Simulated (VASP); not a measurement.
**Zr: single point with PBE+D4**

Zr, a slab with vacuum:

```
Zr
1.0
     0.00000    6.17575    0.00000
    -5.34836   -3.08788    0.00000
     0.00000    0.00000   23.44951
Zr
12
Direct
  0.16667 0.33333 0.29851
  0.16667 0.83333 0.29851
  0.66667 0.33333 0.29851
  0.66667 0.83333 0.29851
  0.32966 0.66594 0.40578
  0.33333 0.16667 0.40797
  0.83406 0.66372 0.40578
  0.83628 0.17034 0.40578
  0.17136 0.33783 0.52161
  0.16217 0.83353 0.52161
  0.66647 0.32864 0.52161
  0.66667 0.83333 0.51546
```

```
Program                : VASP 6.6.1
Task                   : single point
Functional             : PBE
Dispersion             : D4
Potentials or basis    : VASP PAW PBE potentials, release 64 (Zr_sv)
Cutoff                 : 400 eV
k mesh                 : 6 × 6 × 1
Occupations            : methfessel-paxton, width 0.1 eV
Spin                   : no spin polarisation
Dipole correction      : yes
Further INCAR settings : ALGO = Normal; EDIFF = 1e-06; NBANDS = 84; NELMDL = -8
```

```yaml
Largest_force: 0.422 eV/Å
Band_gap_on_the_k_mesh: zero (bands 72 and 73 overlap by 0.69 eV)
Dispersion_energy_per_atom: -0.156 eV
```

Forces in eV/Å, atoms in the order of the input:
```
Zr   0.020  0.079 -0.168
Zr  -0.078 -0.022 -0.168
Zr   0.058 -0.056 -0.168
Zr   0.000  0.000 -0.319
Zr  -0.076  0.108  0.332
Zr   0.000  0.000  0.422
Zr  -0.055 -0.120  0.332
Zr   0.131  0.012  0.332
Zr   0.071 -0.058 -0.228
Zr   0.015  0.091 -0.228
Zr  -0.086 -0.032 -0.228
Zr   0.000  0.000  0.089
```

Levels at points of the mesh, in eV from the Fermi level:
| k point | band 69 | band 70 | band 71 | band 72 | band 73 | band 74 | band 75 | band 76 |
| --- | --- | --- | --- | --- | --- | --- | --- | --- |
| (0.00, 0.00, 0.00) | -0.15 | -0.14 | 0.08 | 0.46 | 0.98 | 1.12 | 1.12 | 1.19 |
| (0.50, 0.00, 0.00) | -0.42 | -0.36 | -0.07 | -0.04 | -0.01 | 0.02 | 0.07 | 0.08 |

Wall time 32 min on 1 thread of Oxide Virtual Turin-like Processor, with other jobs on the host, peak memory 0.64 GiB.
